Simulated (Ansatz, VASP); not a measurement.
# Two plane-wave programs on Ru

```
Ru
1.0
     0.00000    2.83217    2.83217
     2.83217    0.00000    2.83217
     2.83217    2.83217    0.00000
Ru
2
Direct
  0.12500 0.12500 0.12500
  0.87500 0.87500 0.87500
```

Alike in both runs: task single point; functional PBE; k mesh 16 × 16 × 16; occupations fermi-dirac, width 0.05 eV; collinear spin.

|  | VASP | Ansatz |
| --- | --- | --- |
| version | VASP 6.6.1 | Ansatz 0.2.0 |
| potentials or method | VASP PAW PBE potentials, release 64 (Ru_pv), cutoff 520 eV | plane waves (420 eV) with PAW, scalar-relativistic |
| valence electrons in the cell | 28 | 32 |

|  | VASP | Ansatz | Ansatz less VASP |
| --- | --- | --- | --- |
| pressure (GPa) | -14.0 | -14.1 | -0.10 |
| net moment per atom (μB) | 0.00 | 0.00 | 0.000 |

VASP's potentials hold 28 valence electrons a cell and Ansatz's 32, so a difference there can come from the potentials and not from the codes. Ansatz's warnings: seeded moment not kept.
